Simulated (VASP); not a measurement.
# Si2Sn (Fd-3m) in VASP: further runs

The runs below take Si2Sn through single point, with r2SCAN.

Everything below comes from runs of VASP 6.6.1. Logs are shortened: lines on timing, memory, paths and dates and some standing lists are left out, and cuts for length are marked.

## 1. The cell of the first run

The structure is cubic, space group Fd-3m (No. 227). Conventional cell: a = 7.651 Å, b = 7.651 Å, c = 7.651 Å, α = 90.00°, β = 90.00°, γ = 90.00°. Within 3.6 Å of Si (site symmetry -3m) lie 6 Si at 2.71 Å and 6 Sn at 3.17 Å. Sn (site symmetry -43m) has 12 Si at 3.17 Å and 4 Sn at 3.31 Å within 4.2 Å.

## 2. Single point, r2SCAN

Input file POSCAR:

```
Si2Sn
1.0
    0.0000000000      3.8255114723      3.8255114723
    3.8255114723      0.0000000000      3.8255114723
    3.8255114723      3.8255114723      0.0000000000
Si Sn
4 2
Direct
    0.6250000000      0.6250000000      0.6250000000
    0.1250000000      0.6250000000      0.6250000000
    0.6250000000      0.6250000000      0.1250000000
    0.6250000000      0.1250000000      0.6250000000
    0.0000000000      0.0000000000      0.0000000000
    0.2500000000      0.2500000000      0.2500000000
```

Input file INCAR.step1:

```
SYSTEM = Si2Sn
  ALGO = Normal
  EDIFF = 1E-4
  ENCUT = 520
  GGA = PE
  ISMEAR = 0
  LASPH = .TRUE.
  LCHARG = .FALSE.
  LREAL = .FALSE.
  LWAVE = .TRUE.
  NBANDS = 31
  NELM = 60
  PREC = Accurate
  SIGMA = 0.1
```

Input file INCAR.step2:

```
SYSTEM = Si2Sn
  ALGO = Normal
  EDIFF = 1E-6
  ENCUT = 520
  ISIF = 2
  ISMEAR = 0
  ISTART = 1
  LASPH = .TRUE.
  LCHARG = .TRUE.
  LELF = .TRUE.
  LMIXTAU = .TRUE.
  LREAL = .FALSE.
  LVHAR = .TRUE.
  LWAVE = .FALSE.
  METAGGA = R2SCAN
  NBANDS = 31
  NELM = 60
  PREC = Accurate
  SIGMA = 0.1
```

Input file KPOINTS:

```
k-points
0
G
  4 4 4
  0 0 0
```

Potentials or basis: VASP PAW PBE potentials, release 64 (Si, Sn_d).

Started as:

```bash
$ cat potpaw_PBE.64/Si/POTCAR potpaw_PBE.64/Sn_d/POTCAR > POTCAR
$ cp INCAR.step1 INCAR
$ mpirun -np 1 vasp_std > vasp.out
$ cp INCAR.step2 INCAR
$ mpirun -np 1 vasp_std > vasp.out
```

OUTCAR:

```text
SYSTEM = Si2Sn
   EDIFF = 1E-6
   ENCUT = 520
   ISIF = 2
   ISMEAR = 0
   ISTART = 1
   LASPH = .TRUE.
   LREAL = .FALSE.
   METAGGA = R2SCAN
   NELM = 60
   PREC = Accurate

 ion  position               nearest neighbor table
   1  0.625  0.625  0.625-   2 2.71   3 2.71   4 2.71   3 2.71   4 2.71   2 2.71   6 3.17   5 3.17
                             6 3.17   5 3.17   6 3.17   5 3.17
   2  0.125  0.625  0.625-   1 2.71   3 2.71   4 2.71   1 2.71   3 2.71   4 2.71   5 3.17   6 3.17
                             5 3.17   5 3.17   6 3.17   6 3.17
   3  0.625  0.625  0.125-   1 2.71   1 2.71   2 2.71   4 2.71   4 2.71   2 2.71   6 3.17   5 3.17
                             6 3.17   5 3.17   6 3.17   5 3.17
   4  0.625  0.125  0.625-   1 2.71   3 2.71   1 2.71   2 2.71   3 2.71   2 2.71   5 3.17   6 3.17
                             5 3.17   6 3.17   6 3.17   5 3.17
   5  0.000  0.000  0.000-   1 3.17   3 3.17   4 3.17   1 3.17   2 3.17   3 3.17   1 3.17   2 3.17
                             4 3.17   2 3.17   3 3.17   4 3.17   6 3.31   6 3.31   6 3.31   6 3.31
   6  0.250  0.250  0.250-   2 3.17   3 3.17   4 3.17   1 3.17   2 3.17   4 3.17   1 3.17   2 3.17
                             3 3.17   1 3.17   3 3.17   4 3.17   5 3.31   5 3.31   5 3.31   5 3.31

  LATTYP: Found a face centered cubic cell.
 ALAT       =     7.6510229446

  Lattice vectors:

 A1 = (   0.0000000000,   3.8255114723,   3.8255114723)
 A2 = (   3.8255114723,   0.0000000000,   3.8255114723)
 A3 = (   3.8255114723,   3.8255114723,   0.0000000000)

Analysis of symmetry for initial positions (statically):
=====================================================================
 Subroutine PRICEL returns:
 Original cell was already a primitive cell.

 Routine SETGRP: Setting up the symmetry group for a
 face centered cubic supercell.

 Subroutine GETGRP returns: Found 48 space group operations
 (whereof 24 operations were pure point group operations)
 out of a pool of 48 trial point group operations.

The static configuration has the point symmetry T_d .
 The point group associated with its full space group is O_h .

Analysis of symmetry for dynamics (positions and initial velocities):
=====================================================================
 Subroutine PRICEL returns:
 Original cell was already a primitive cell.

 Routine SETGRP: Setting up the symmetry group for a
 face centered cubic supercell.

 Subroutine GETGRP returns: Found 48 space group operations
 (whereof 24 operations were pure point group operations)
 out of a pool of 48 trial point group operations.

The dynamic configuration has the point symmetry T_d .
 The point group associated with its full space group is O_h .

 Subroutine INISYM returns: Found 48 space group operations
 (whereof 24 operations are pure point group operations),
 and found     1 'primitive' translations

----------------------------------------------------------------------------------------

                                     Primitive cell

  volume of cell :     111.9692

  direct lattice vectors                    reciprocal lattice vectors
     0.000000000  3.825511472  3.825511472    -0.130701477  0.130701477  0.130701477
     3.825511472  0.000000000  3.825511472     0.130701477 -0.130701477  0.130701477
     3.825511472  3.825511472  0.000000000     0.130701477  0.130701477 -0.130701477

  length of vectors
     5.410090207  5.410090207  5.410090207     0.226381599  0.226381599  0.226381599

  position of ions in fractional coordinates (direct lattice)
     0.625000000  0.625000000  0.625000000
     0.125000000  0.625000000  0.625000000
     0.625000000  0.625000000  0.125000000
     0.625000000  0.125000000  0.625000000
     0.000000000  0.000000000  0.000000000
     0.250000000  0.250000000  0.250000000

  ion indices of the primitive-cell ions
   primitive index   ion index
                 1           1
                 2           2
                 3           3
                 4           4
                 5           5
                 6           6

----------------------------------------------------------------------------------------

 KPOINTS: k-points

Automatic generation of k-mesh.
 Grid dimensions read from file:
 generate k-points for:    4    4    4

 Generating k-lattice:

  Cartesian coordinates                     Fractional coordinates (reciprocal lattice)
    -0.032675369  0.032675369  0.032675369     0.250000000  0.000000000  0.000000000
     0.032675369 -0.032675369  0.032675369     0.000000000  0.250000000  0.000000000
     0.032675369  0.032675369 -0.032675369     0.000000000  0.000000000  0.250000000

  Length of vectors
     0.056595400  0.056595400  0.056595400

  Shift w.r.t. Gamma in fractional coordinates (k-lattice)
     0.000000000  0.000000000  0.000000000

 Subroutine IBZKPT returns following result:
 ===========================================

 Found      8 irreducible k-points:

 Following reciprocal coordinates:
            Coordinates               Weight
  0.000000  0.000000  0.000000      1.000000
  0.250000  0.000000  0.000000      8.000000
  0.500000  0.000000  0.000000      4.000000
  0.250000  0.250000  0.000000      6.000000
  0.500000  0.250000  0.000000     24.000000
 -0.250000  0.250000  0.000000     12.000000
  0.500000  0.500000  0.000000      3.000000
 -0.250000  0.500000  0.250000      6.000000
   k-points           NKPTS =      8   k-points in BZ     NKDIM =      8   number of bands    NBANDS=     31
   number of dos      NEDOS =    301   number of ions     NIONS =      6
   total plane-waves  NPLWV =  64000
   dimension x,y,z NGX =    40 NGY =   40 NGZ =   40
   dimension x,y,z NGXF=    80 NGYF=   80 NGZF=   80
   ions per type =               4   2
   NGX,Y,Z   is equivalent  to a cutoff of  12.29, 12.29, 12.29 a.u.
   NGXF,Y,Z  is equivalent  to a cutoff of  24.58, 24.58, 24.58 a.u.
 SYSTEM =  Si2Sn
   PREC   = accura    normal or accurate (medium, high low for compatibility)
   ISTART =      1    job   : 0-new  1-cont  2-samecut
   ICHARG =      0    charge: 1-file 2-atom 10-const
   ISPIN  =      1    spin polarized calculation?
   LNONCOLLINEAR =      F non collinear calculations
   LSORBIT =      F    spin-orbit coupling
   LASPH  =      T    aspherical Exc in radial PAW
   ENCUT  =  520.0 eV  38.22 Ry    6.18 a.u.  10.06 10.06 10.06*2*pi/ulx,y,z
   NELM   =     60;   NELMIN=  2; NELMDL=  0     # of ELM steps
   EDIFF  = 0.1E-05   stopping-criterion for ELM
   LREAL  =      F    real-space projection
   EDIFFG = 0.1E-04   stopping-criterion for IOM
   NSW    =      0    number of steps for IOM
   IBRION =     -1    ionic relax: 0-MD 1-quasi-New 2-CG
   NFREE  =      0    steps in history (QN), initial steepest desc. (CG)
   ISIF   =      2    stress and relaxation
   ISYM   =      2    0-nonsym 1-usesym 2-fastsym
   POTIM  = 0.5000    time-step for ionic-motion
   TEBEG  =    0.0;   TEEND  =   0.0 temperature during run
   PSTRESS=    0.0 pullay stress
   NELECT =      44.0000    total number of electrons
   NUPDOWN=      -1.0000    fix difference up-down
   EMIN   =  10.00;   EMAX   =-10.00  energy-range for DOS
   EFERMI =   0.00;   METHOD = LEGACY
   ISMEAR =     0;   SIGMA  =   0.10  broadening in eV -4-tet -1-fermi 0-gaus
   EFERMI_NEDOS =   21; number of points for ismear=-14 and -15
   IALGO  =     38    algorithm
   IMIX   =      4    mixing-type and parameters
     AMIX     =   0.40;   BMIX     =  1.00
     AMIX_MAG =   1.60;   BMIX_MAG =  1.00
  volume/ion in A,a.u.               =      18.66       125.93
  Fermi-wavevector in a.u.,A,eV,Ry     =   1.199111  2.265992 19.563385  1.437868
  Thomas-Fermi vector in A             =   2.334983
   LORBIT       =      0    0 simple, 1 ext, 2 COOP (PROOUT), +10 PAW based schemes
   METAGGA = R2SCAN    functional components
   LHFCALC =     F    Hartree Fock is set to
   AEXX    =    0.0000 exact exchange contribution
   IVDW    =     0    specifies the selected vdW correction
   LEPSILON=     F    determine dielectric tensor
   LRPA    =     F    only Hartree local field effects (RPA)
 non-spin polarized calculation
 Gauss-broadening in eV      SIGMA  =   0.10
  energy-cutoff  :      520.00
  volume of cell :      111.97
 maximum number of plane-waves:      3042
   NGX = 21   NGY = 21   NGZ = 21

 number of electron      43.9999981 magnetization

 Free energy of the ion-electron system (eV)
  ---------------------------------------------------
  ext. energy  EPLUGINS =         0.00000000
  ---------------------------------------------------
  free energy    TOTEN  =       -80.35589848 eV

  energy without entropy =      -80.32725190  energy(sigma->0) =      -80.34157519

 E-fermi :   9.1271     XC(G=0): -11.7293

 val. band max:        8.9809559659   @ k =   0.5000   0.5000   0.0000
 cond. band min:       9.1344916619   @ k =   0.5000   0.2500   0.0000
 fundamental gap:      0.1535356960
 Fermi energy:         9.1271056923

 k-point     1 :       0.0000    0.0000    0.0000
  band No.  band energies     occupation
      1     -13.1364      2.00000
      2     -13.1364      2.00000
      3     -13.1364      2.00000
      4     -13.1274      2.00000
      5     -13.1274      2.00000
      6     -13.0391      2.00000
[... 23 lines left out ...]
     30      15.5440      0.00000
     31      15.5440      0.00000

 k-point     2 :       0.2500    0.0000    0.0000
  band No.  band energies     occupation
      1     -13.1448      2.00000
      2     -13.1448      2.00000
      3     -13.1325      2.00000
      4     -13.1153      2.00000
      5     -13.1153      2.00000
      6     -13.0527      2.00000
[... 23 lines left out ...]
     30      15.5412      0.00000
     31      15.7377      0.00000

 k-point     3 :       0.5000    0.0000    0.0000
  band No.  band energies     occupation
      1     -13.1468      2.00000
      2     -13.1468      2.00000
      3     -13.1289      2.00000
      4     -13.1110      2.00000
      5     -13.1110      2.00000
      6     -13.0574      2.00000
[... 159 lines left out ...]
     30      11.8767      0.00000
     31      13.0104      0.00000

 k-point     8 :      -0.2500    0.5000    0.2500
  band No.  band energies     occupation
      1     -13.1575      2.00000
      2     -13.1575      2.00000
      3     -13.1000      2.00000
      4     -13.0999      2.00000
      5     -13.0845      2.00000
      6     -13.0845      2.00000
[... 23 lines left out ...]
     30      13.7710      0.00000
     31      13.9586      0.00000

------------------------ aborting loop because EDIFF is reached ----------------------------------------

  FORCE on cell =-STRESS in cart. coord.  units (eV):
  Direction    XX          YY          ZZ          XY          YZ          ZX
  --------------------------------------------------------------------------------------
  -------------------------------------------------------------------------------------
  Total       -0.3891185     -0.3891185     -0.3891185      0.0000000     -0.0000000     -0.0000000
  in kB       -5.5679319     -5.5679319     -5.5679319      0.0000000     -0.0000000     -0.0000000
  external PRESSURE =      -5.5679319 kB  Pullay stress =       0.0000000 kB

 VOLUME and BASIS-vectors are now :
 -----------------------------------------------------------------------------
  energy-cutoff  :      520.00
  volume of cell :      111.97
      direct lattice vectors                 reciprocal lattice vectors
     0.000000000  3.825511472  3.825511472    -0.130701477  0.130701477  0.130701477
     3.825511472  0.000000000  3.825511472     0.130701477 -0.130701477  0.130701477
     3.825511472  3.825511472  0.000000000     0.130701477  0.130701477 -0.130701477

 POSITION                                       TOTAL-FORCE (eV/Angst)
 -----------------------------------------------------------------------------------
      4.78189      4.78189      4.78189        -0.000000      0.000000      0.000000
      4.78189      2.86913      2.86913        -0.000000      0.000000      0.000000
      2.86913      2.86913      4.78189        -0.000000      0.000000      0.000000
      2.86913      4.78189      2.86913        -0.000000      0.000000      0.000000
      0.00000      0.00000      0.00000         0.000000     -0.000000     -0.000000
      1.91276      1.91276      1.91276        -0.000000     -0.000000      0.000000
 -----------------------------------------------------------------------------------
    total drift:                               -0.000000     -0.000000      0.000000

  FREE ENERGIE OF THE ION-ELECTRON SYSTEM (eV)
  ---------------------------------------------------
  free  energy   TOTEN  =       -80.3558984797 eV

  energy  without entropy=      -80.3272518962  energy(sigma->0) =      -80.34157519
```

Wall time 4 min (1 thread of Intel Xeon 8259CL, shared host); peak memory 0.26 GiB.

Results:

```yaml
Free_energy: -80.3559 eV
Pressure: -0.6 GPa
Band_gap_on_the_k_mesh: zero (bands 22 and 23 overlap by 1.88 eV)
```

Levels at points of the mesh, in eV from the Fermi level:
| k point | band 19 | band 20 | band 21 | band 22 | band 23 | band 24 | band 25 | band 26 |
| --- | --- | --- | --- | --- | --- | --- | --- | --- |
| (0.00, 0.00, 0.00) | -4.93 | -3.77 | -2.10 | -2.10 | -1.81 | -1.81 | -1.81 | 5.88 |
| (0.50, 0.00, 0.00) | -2.05 | -1.02 | -0.50 | -0.50 | -0.43 | -0.43 | 3.04 | 3.11 |
| (0.50, 0.50, 0.00) | -0.21 | -0.21 | -0.15 | -0.15 | 0.24 | 0.24 | 2.08 | 2.08 |

Caveat: the PAW data sets were made with another functional, which shifts forces and pressure a little; spin-orbit coupling is left out, which moves the levels of the heavy elements.

[end of part 1 of 2]

The gap in the log of VASP goes by the Fermi energy; the results here count the filled bands.